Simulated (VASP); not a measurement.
# InGaAs2 (P-4m2) in VASP: further runs

The runs below take InGaAs2 through single point, with r2SCAN.

Everything below comes from runs of VASP 6.6.1. Logs are shortened: lines on timing, memory, paths and dates and some standing lists are left out, and cuts for length are marked.

## Step 1: The cell of the first run

The structure is tetragonal, space group P-4m2 (No. 115). Conventional cell: a = 4.196 Å, b = 4.196 Å, c = 5.745 Å, α = 90.00°, β = 90.00°, γ = 90.00°. In (site symmetry -4m2) has 4 As at 2.61 Å within 3.4 Å. Within 3.3 Å of Ga (site symmetry -4m2) lie 4 As at 2.48 Å. As (site symmetry 2mm) has 2 Ga at 2.48 Å and 2 In at 2.61 Å within 3.3 Å.

## Step 2: Single point, r2SCAN (uniaxial strain along c: -3.0 %, then relaxed in part)

File POSCAR:

```
InGaAs2
1.0
    4.1959941197      0.0000000000      0.0000000000
    0.0000000000      4.1959941197      0.0000000000
    0.0000000000      0.0000000000      5.7446335480
In Ga As
1 1 2
Direct
    0.0000000000      0.0000000000      0.5000000000
    0.5000000000      0.5000000000      0.0000000000
    0.5000000000      0.0000000000      0.7702890297
    0.0000000000      0.5000000000      0.2297109703
```

File INCAR.step1:

```
PREC = Accurate
ENCUT = 520
ISMEAR = 0
SIGMA = 0.01
LREAL = False
LASPH = True
NELM = 80
NBANDS = 26
GGA = PE
ALGO = Normal
EDIFF = 1E-4
LWAVE = True
LCHARG = False
```

File INCAR.step2:

```
PREC = Accurate
ENCUT = 520
EDIFF = 1E-6
ISMEAR = 0
SIGMA = 0.01
LREAL = False
LASPH = True
NELM = 80
ALGO = Normal
ISIF = 2
LWAVE = False
LCHARG = True
METAGGA = R2SCAN
LMIXTAU = True
LELF = True
LVHAR = True
NBANDS = 26
ISTART = 1
```

File KPOINTS:

```
regular mesh
0
Gamma
  8 8 6
```

Potentials or basis: VASP PAW PBE potentials, release 64 (In_d, Ga_d, As).

Run with:

```console
cat potpaw_PBE.64/In_d/POTCAR potpaw_PBE.64/Ga_d/POTCAR potpaw_PBE.64/As/POTCAR > POTCAR
cp INCAR.step1 INCAR
mpirun -np 1 vasp_std > vasp.out
cp INCAR.step2 INCAR
mpirun -np 1 vasp_std > vasp.out
```

OUTCAR:

```text
PREC = Accurate
   ENCUT = 520
   EDIFF = 1E-6
   ISMEAR = 0
   LREAL = False
   LASPH = True
   NELM = 80
   ISIF = 2
   METAGGA = R2SCAN
   ISTART = 1

 ion  position               nearest neighbor table
   1  0.000  0.000  0.500-   3 2.61   4 2.61   4 2.61   3 2.61
   2  0.500  0.500  0.000-   3 2.48   4 2.48   3 2.48   4 2.48
   3  0.500  0.000  0.770-   2 2.48   2 2.48   1 2.61   1 2.61
   4  0.000  0.500  0.230-   2 2.48   2 2.48   1 2.61   1 2.61

  LATTYP: Found a simple tetragonal cell.
 ALAT       =     4.1959941197
 C/A-ratio  =     1.3690756908

  Lattice vectors:

 A1 = (   4.1959941197,   0.0000000000,   0.0000000000)
 A2 = (   0.0000000000,   4.1959941197,   0.0000000000)
 A3 = (   0.0000000000,   0.0000000000,   5.7446335480)

Analysis of symmetry for initial positions (statically):
=====================================================================
 Subroutine PRICEL returns:
 Original cell was already a primitive cell.

 Routine SETGRP: Setting up the symmetry group for a
 simple tetragonal supercell.

 Subroutine GETGRP returns: Found  8 space group operations
 (whereof  8 operations were pure point group operations)
 out of a pool of 16 trial point group operations.

The static configuration has the point symmetry D_2d.

Analysis of symmetry for dynamics (positions and initial velocities):
=====================================================================
 Subroutine PRICEL returns:
 Original cell was already a primitive cell.

 Routine SETGRP: Setting up the symmetry group for a
 simple tetragonal supercell.

 Subroutine GETGRP returns: Found  8 space group operations
 (whereof  8 operations were pure point group operations)
 out of a pool of 16 trial point group operations.

The dynamic configuration has the point symmetry D_2d.

 Subroutine INISYM returns: Found  8 space group operations
 (whereof  8 operations are pure point group operations),
 and found     1 'primitive' translations

----------------------------------------------------------------------------------------

                                     Primitive cell

  volume of cell :     101.1421

  direct lattice vectors                    reciprocal lattice vectors
     4.195994120  0.000000000  0.000000000     0.238322546  0.000000000  0.000000000
     0.000000000  4.195994120  0.000000000     0.000000000  0.238322546  0.000000000
     0.000000000  0.000000000  5.744633548     0.000000000  0.000000000  0.174075507
[... 88 lines left out ...]
   EDIFF  = 0.1E-05   stopping-criterion for ELM
   LREAL  =      F    real-space projection
   EDIFFG = 0.1E-04   stopping-criterion for IOM
   NSW    =      0    number of steps for IOM
   IBRION =     -1    ionic relax: 0-MD 1-quasi-New 2-CG
   NFREE  =      0    steps in history (QN), initial steepest desc. (CG)
   ISIF   =      2    stress and relaxation
   ISYM   =      2    0-nonsym 1-usesym 2-fastsym
   POTIM  = 0.5000    time-step for ionic-motion
   TEBEG  =    0.0;   TEEND  =   0.0 temperature during run
   PSTRESS=    0.0 pullay stress
   NELECT =      36.0000    total number of electrons
   NUPDOWN=      -1.0000    fix difference up-down
   EMIN   =  10.00;   EMAX   =-10.00  energy-range for DOS
   EFERMI =   0.00;   METHOD = LEGACY
   ISMEAR =     0;   SIGMA  =   0.01  broadening in eV -4-tet -1-fermi 0-gaus
   EFERMI_NEDOS =   21; number of points for ismear=-14 and -15
   IALGO  =     38    algorithm
   IMIX   =      4    mixing-type and parameters
     AMIX     =   0.40;   BMIX     =  1.00
     AMIX_MAG =   1.60;   BMIX_MAG =  1.00
  volume/ion in A,a.u.               =      25.29       170.64
  Fermi-wavevector in a.u.,A,eV,Ry     =   1.160197  2.192454 18.314210  1.346056
  Thomas-Fermi vector in A             =   2.296782
   LORBIT       =      0    0 simple, 1 ext, 2 COOP (PROOUT), +10 PAW based schemes
   METAGGA = R2SCAN    functional components
   LHFCALC =     F    Hartree Fock is set to
   AEXX    =    0.0000 exact exchange contribution
   IVDW    =     0    specifies the selected vdW correction
   LEPSILON=     F    determine dielectric tensor
   LRPA    =     F    only Hartree local field effects (RPA)
 non-spin polarized calculation
 Gauss-broadening in eV      SIGMA  =   0.01
  energy-cutoff  :      520.00
  volume of cell :      101.14
 maximum number of plane-waves:      2744
 NGX is ok and might be reduce to    32
   NGX = 15   NGY = 15   NGZ = 21

 number of electron      36.0000004 magnetization

 Free energy of the ion-electron system (eV)
  ---------------------------------------------------
  ext. energy  EPLUGINS =         0.00000000
  ---------------------------------------------------
  free energy    TOTEN  =       -65.00210774 eV

  energy without entropy =      -65.00210774  energy(sigma->0) =      -65.00210774

 E-fermi :   4.0383     XC(G=0):  -9.9056

 val. band max:        3.9336924827   @ k =   0.0000   0.0000   0.0000
 cond. band min:       4.3205303462   @ k =   0.0000   0.0000   0.0000
 fundamental gap:      0.3868378635
 Fermi energy:         4.0382535723

 k-point     1 :       0.0000    0.0000    0.0000
  band No.  band energies     occupation
      1     -11.3904      2.00000
      2     -11.3160      2.00000
      3     -11.3160      2.00000
      4     -11.2795      2.00000
      5     -11.2319      2.00000
      6     -10.9616      2.00000
[... 685 lines left out ...]
     25      10.8360      0.00000
     26      11.2921      0.00000

 [... further k-points ...]

------------------------ aborting loop because EDIFF is reached ----------------------------------------

  FORCE on cell =-STRESS in cart. coord.  units (eV):
  Direction    XX          YY          ZZ          XY          YZ          ZX
  --------------------------------------------------------------------------------------
  -------------------------------------------------------------------------------------
  Total        0.0246222      0.0246222      1.2174475      0.0000000      0.0000000      0.0000000
  in kB        0.3900368      0.3900368     19.2854053      0.0000000      0.0000000      0.0000000
  external PRESSURE =       6.6884930 kB  Pullay stress =       0.0000000 kB

 VOLUME and BASIS-vectors are now :
 -----------------------------------------------------------------------------
  energy-cutoff  :      520.00
  volume of cell :      101.14
      direct lattice vectors                 reciprocal lattice vectors
     4.195994120  0.000000000  0.000000000     0.238322546  0.000000000  0.000000000
     0.000000000  4.195994120  0.000000000     0.000000000  0.238322546  0.000000000
     0.000000000  0.000000000  5.744633548     0.000000000  0.000000000  0.174075507

 POSITION                                       TOTAL-FORCE (eV/Angst)
 -----------------------------------------------------------------------------------
      0.00000      0.00000      2.87232         0.000000     -0.000000      0.000000
      2.09800      2.09800      0.00000        -0.000000      0.000000      0.000000
      2.09800      0.00000      4.42503        -0.000000     -0.000000     -0.004607
      0.00000      2.09800      1.31961        -0.000000     -0.000000      0.004607
 -----------------------------------------------------------------------------------
    total drift:                                0.000000     -0.000000     -0.000000

  FREE ENERGIE OF THE ION-ELECTRON SYSTEM (eV)
  ---------------------------------------------------
  free  energy   TOTEN  =       -65.0021077382 eV

  energy  without entropy=      -65.0021077382  energy(sigma->0) =      -65.00210774
```

OUTCAR.step1:

```text
PREC = Accurate
   ENCUT = 520
   ISMEAR = 0
   LREAL = False
   LASPH = True
[... 925 lines left out ...]
      0.00000      0.00000      2.87232         0.000000      0.000000      0.000000
      2.09800      2.09800      0.00000         0.000000     -0.000000      0.000000
      2.09800      0.00000      4.42503         0.000000      0.000000     -0.003075
      0.00000      2.09800      1.31961         0.000000      0.000000      0.003075
 -----------------------------------------------------------------------------------
    total drift:                                0.000000     -0.000000     -0.000000

  FREE ENERGIE OF THE ION-ELECTRON SYSTEM (eV)
  ---------------------------------------------------
  free  energy   TOTEN  =       -15.8485998282 eV

  energy  without entropy=      -15.8485688882  energy(sigma->0) =      -15.84858436
```

OSZICAR.step1:

```text
N       E                     dE             d eps       ncg     rms          rms(c)
DAV:   1     0.274400205637E+03    0.27440E+03   -0.16792E+04  3132   0.173E+03
DAV:   2     0.155037793130E+02   -0.25890E+03   -0.24992E+03  3276   0.406E+02
DAV:   3    -0.151598273973E+02   -0.30664E+02   -0.30210E+02  3930   0.133E+02
DAV:   4    -0.162501181846E+02   -0.10903E+01   -0.10874E+01  3626   0.262E+01
DAV:   5    -0.162849031233E+02   -0.34785E-01   -0.34770E-01  4384   0.466E+00    0.561E+00
DAV:   6    -0.158853814150E+02    0.39952E+00   -0.65251E-01  4368   0.113E+01    0.309E+00
DAV:   7    -0.158472820310E+02    0.38099E-01   -0.33981E-01  4802   0.365E+00    0.865E-01
DAV:   8    -0.158475729180E+02   -0.29089E-03   -0.41597E-02  3990   0.241E+00    0.334E-01
DAV:   9    -0.158482639881E+02   -0.69107E-03   -0.52883E-03  4214   0.112E+00    0.170E-01
DAV:  10    -0.158484866104E+02   -0.22262E-03   -0.68342E-04  3484   0.212E-01    0.936E-02
DAV:  11    -0.158486004859E+02   -0.11388E-03   -0.31481E-04  2908   0.143E-01    0.620E-02
DAV:  12    -0.158485998282E+02    0.65775E-06   -0.43159E-05  2164   0.649E-02
   1 F= -.15848600E+02 E0= -.15848584E+02  d E =-.309400E-04
```

Wall time 7.2 min (1 thread of Intel Xeon 8259CL, shared host); peak memory 0.34 GiB.

What came out:

| Property | Result |
| --- | --- |
| Free energy | -65.0021 eV |
| Pressure | 0.7 GPa |
| Largest force | 0.005 eV/Å |
| Band gap on the k mesh | 0.39 eV |

Forces in eV/Å, atoms in the order of the input:
```
In   0.000  0.000  0.000
Ga   0.000  0.000  0.000
As   0.000  0.000 -0.005
As   0.000  0.000  0.005
```

Caveat: the cell differs from its parent crystal (uniaxial strain along c: -3.0 %, then relaxed in part); semilocal functionals underestimate gaps, and a narrow one can read as zero; the PAW data sets were made with another functional, which shifts forces and pressure a little; spin-orbit coupling is left out, which moves the levels of the heavy elements.

## Step 3: Single point, r2SCAN (uniaxial strain along c: -2.0 %, then relaxed in part)

File POSCAR:

```
InGaAs2
1.0
    4.1814839435      0.0000000000      0.0000000000
    0.0000000000      4.1814839435      0.0000000000
    0.0000000000      0.0000000000      5.8038565743
In Ga As
1 1 2
Direct
    0.0000000000      0.0000000000      0.5000000000
    0.5000000000      0.5000000000      0.0000000000
    0.5000000000      0.0000000000      0.7700673760
    0.0000000000      0.5000000000      0.2299326240
```

File INCAR.step1:

```
PREC     = Accurate       # precision mode
ENCUT    = 520            # plane-wave cutoff, eV
ISMEAR   = 0              # smearing method
SIGMA    = 0.01           # smearing width, eV
LREAL    = F              # projectors in reciprocal space
LASPH    = T              # aspherical terms in the spheres
NELM     = 80             # most SCF steps
NBANDS   = 26             # bands
GGA      = PE             # functional
ALGO     = Normal         # electronic algorithm
EDIFF    = 1E-4           # SCF threshold, eV
LWAVE    = T              # write WAVECAR
LCHARG   = F              # write CHGCAR
```

File INCAR.step2:

```
PREC     = Accurate       # precision mode
ENCUT    = 520            # plane-wave cutoff, eV
EDIFF    = 1E-6           # SCF threshold, eV
ISMEAR   = 0              # smearing method
SIGMA    = 0.01           # smearing width, eV
LREAL    = F              # projectors in reciprocal space
LASPH    = T              # aspherical terms in the spheres
NELM     = 80             # most SCF steps
ALGO     = Normal         # electronic algorithm
ISIF     = 2              # what is computed and relaxed
LWAVE    = F              # write WAVECAR
LCHARG   = F              # write CHGCAR
METAGGA  = R2SCAN         # meta-GGA
LMIXTAU  = T            
NBANDS   = 26             # bands
ISTART   = 1
```

File KPOINTS:

```
Automatic mesh
0
Gamma
  8 8 6
```

Potentials or basis: VASP PAW PBE potentials, release 64 (In_d, Ga_d, As).

Run with:

```console
cat potpaw_PBE.64/In_d/POTCAR potpaw_PBE.64/Ga_d/POTCAR potpaw_PBE.64/As/POTCAR > POTCAR
cp INCAR.step1 INCAR
mpirun -np 1 vasp_std > vasp.out
cp INCAR.step2 INCAR
mpirun -np 1 vasp_std > vasp.out
```

Wall time 7.3 min (1 thread of Intel Xeon 8259CL, shared host); peak memory 0.34 GiB.

Results (log left out):

* Free energy: -65.0125 eV
* Pressure: 0.5 GPa
* Band gap on the k mesh: 0.36 eV

Stress tensor (GPa, compression positive):
```
0.03 0.00 0.00
0.00 0.03 0.00
0.00 0.00 1.33
```

Levels at points of the mesh, in eV from the valence-band top:
```
           k point  band 14  band 15  band 16  band 17  band 18  band 19  band 20  band 21  band 22  band 23
(0.00, 0.00, 0.00)    -2.69    -2.69    -0.05     0.00     0.00     0.36     1.80     2.06     4.16     4.20
(0.50, 0.00, 0.00)    -5.01    -3.18    -2.89    -1.57    -0.93     2.31     3.47     5.31     5.54     5.71
(0.50, 0.50, 0.00)    -5.94    -2.64    -2.49    -2.49    -2.29     1.85     1.85     2.07     2.39     9.88
(0.00, 0.00, 0.50)    -3.80    -2.00    -2.00    -1.29    -1.29     2.08     2.24     3.29     3.75     6.60
(0.50, 0.00, 0.50)    -6.08    -1.53    -1.02    -0.98    -0.83     0.95     1.56     4.77     4.93     5.00
(0.50, 0.50, 0.50)    -5.65    -3.33    -3.21    -3.12    -3.12     4.83     4.91     4.94     4.94     5.79
```

Caveat: the cell differs from its parent crystal (uniaxial strain along c: -2.0 %, then relaxed in part); semilocal functionals underestimate gaps, and a narrow one can read as zero; the PAW data sets were made with another functional, which shifts forces and pressure a little; spin-orbit coupling is left out, which moves the levels of the heavy elements.

## Step 4: Single point, r2SCAN (biaxial strain in the a-b plane: +3.0 %, then relaxed in part)

File POSCAR:

```
InGaAs2
1.0
    4.2778806322      0.0000000000      0.0000000000
    0.0000000000      4.2778806322      0.0000000000
    0.0000000000      0.0000000000      5.7457539881
In Ga As
1 1 2
Direct
    0.0000000000      0.0000000000      0.5000000000
    0.5000000000      0.5000000000      0.0000000000
    0.5000000000      0.0000000000      0.7697796432
    0.0000000000      0.5000000000      0.2302203568
```

File INCAR.step1:

```
PREC     = Accurate       # precision mode
ENCUT    = 520            # plane-wave cutoff, eV
ISMEAR   = 0              # smearing method
SIGMA    = 0.01           # smearing width, eV
LREAL    = False          # projectors in reciprocal space
LASPH    = True           # aspherical terms in the spheres
NELM     = 100            # most SCF steps
NBANDS   = 26             # bands
GGA      = PE             # functional
ALGO     = Normal         # electronic algorithm
EDIFF    = 1E-4           # SCF threshold, eV
LWAVE    = True           # write WAVECAR
LCHARG   = False          # write CHGCAR
```

File INCAR.step2:

```
PREC     = Accurate       # precision mode
ENCUT    = 520            # plane-wave cutoff, eV
EDIFF    = 1E-6           # SCF threshold, eV
ISMEAR   = 0              # smearing method
SIGMA    = 0.01           # smearing width, eV
LREAL    = False          # projectors in reciprocal space
LASPH    = True           # aspherical terms in the spheres
NELM     = 100            # most SCF steps
ALGO     = Normal         # electronic algorithm
ISIF     = 2              # what is computed and relaxed
LWAVE    = False          # write WAVECAR
LCHARG   = True           # write CHGCAR
METAGGA  = R2SCAN         # meta-GGA
LMIXTAU  = True         
LELF     = True           # ELF
LVHAR    = True         
NBANDS   = 26             # bands
ISTART   = 1
```

File KPOINTS:

```
regular mesh
0
Gamma
  8 8 6
```

Run with:

```console
cat potpaw_PBE.64/In_d/POTCAR potpaw_PBE.64/Ga_d/POTCAR potpaw_PBE.64/As/POTCAR > POTCAR
cp INCAR.step1 INCAR
mpirun -np 1 vasp_std > vasp.out
cp INCAR.step2 INCAR
mpirun -np 1 vasp_std > vasp.out
```

Run time: 2.8 min. Hardware: 1 thread of Intel Xeon 6975P-C (Granite Rapids), shared host; peak memory 0.35 GiB.

Results (log left out):

| Property | Result |
| --- | --- |
| Free energy | -64.9692 eV |
| Pressure | -1.7 GPa |
| Largest force | 0.004 eV/Å |
| Band gap on the k mesh | 0.07 eV |

Forces in eV/Å, atoms in the order of the input:
```
In   0.000  0.000  0.000
Ga   0.000  0.000  0.000
As   0.000  0.000 -0.004
As   0.000  0.000  0.004
```

Stress tensor (GPa, compression positive):
```
-2.62  0.00  0.00
 0.00 -2.62  0.00
 0.00  0.00  0.02
```

Levels at points of the mesh, in eV from the valence-band top:
```
           k point  band 14  band 15  band 16  band 17  band 18  band 19  band 20  band 21  band 22  band 23
(0.00, 0.00, 0.00)    -2.72    -2.72    -0.10    -0.10     0.00     0.07     1.72     1.82     4.05     4.18
(0.50, 0.00, 0.00)    -4.91    -2.97    -2.69    -1.65    -1.06     2.07     3.20     5.21     5.50     5.63
(0.50, 0.50, 0.00)    -5.91    -2.47    -2.35    -2.35    -2.15     1.93     1.93     2.14     2.43     9.32
(0.00, 0.00, 0.50)    -3.73    -2.04    -2.04    -1.35    -1.35     1.84     2.10     3.22     3.59     6.43
(0.50, 0.00, 0.50)    -5.93    -1.60    -0.94    -0.91    -0.86     0.77     1.41     4.78     4.82     4.89
(0.50, 0.50, 0.50)    -5.61    -3.21    -3.08    -3.00    -3.00     4.80     4.87     5.05     5.05     5.90
```

Caveat: the cell differs from its parent crystal (biaxial strain in the a-b plane: +3.0 %, then relaxed in part); semilocal functionals underestimate gaps, and a narrow one can read as zero; the PAW data sets were made with another functional, which shifts forces and pressure a little; spin-orbit coupling is left out, which moves the levels of the heavy elements.

(Part 1 of 2 ends here.)
